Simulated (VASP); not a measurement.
**Rh: single point with LDA**

Crystal: Rh.

```
CELL_PARAMETERS angstrom
-0.18770 1.80195 1.87704
1.80195 -0.18770 1.87704
1.61425 1.61425 0.00000
ATOMIC_POSITIONS crystal
Rh 0.00000 0.00000 0.00000
```

```
Program             : VASP 6.6.1
Task                : single point
Functional          : LDA
Potentials or basis : VASP PAW LDA potentials, release 64 (Rh_pv)
Cutoff              : 520 eV
k mesh              : 20 × 20 × 20
Occupations         : gaussian, width 0.15 eV
Spin                : no spin polarisation
```

```json
{"Pressure": "58.5 GPa", "Band gap on the k mesh": "zero (an odd number of electrons rules out a gap without spin polarisation)"}
```

Stress tensor (GPa, compression positive):
```
73.90 70.28  0.00
70.28 73.90  0.00
 0.00  0.00 27.59
```

Levels at points of the mesh, in eV from the Fermi level:
| k point | band 5 | band 6 | band 7 | band 8 | band 9 | band 10 |
| --- | --- | --- | --- | --- | --- | --- |
| (0.00, 0.00, 0.00) | -5.31 | -4.94 | -1.72 | -0.94 | -0.33 | 15.41 |
| (0.50, 0.00, 0.00) | -5.40 | -1.74 | -0.41 | -0.15 | 1.33 | 8.51 |
| (0.50, 0.50, 0.00) | -7.33 | 1.15 | 1.38 | 1.51 | 2.82 | 10.80 |
| (0.00, 0.00, 0.50) | -5.14 | -2.90 | 0.16 | 1.65 | 2.11 | 12.30 |
| (0.50, 0.00, 0.50) | -7.31 | 0.20 | 0.78 | 2.15 | 4.19 | 13.53 |

It took 2.1 min on 1 thread of Intel(R) Xeon(R) Platinum 8259CL CPU @ 2.50GHz (Skylake/Cascade Lake), with other jobs on the host, peak memory 0.27 GiB.

Caveat: the cell stands under pressure.
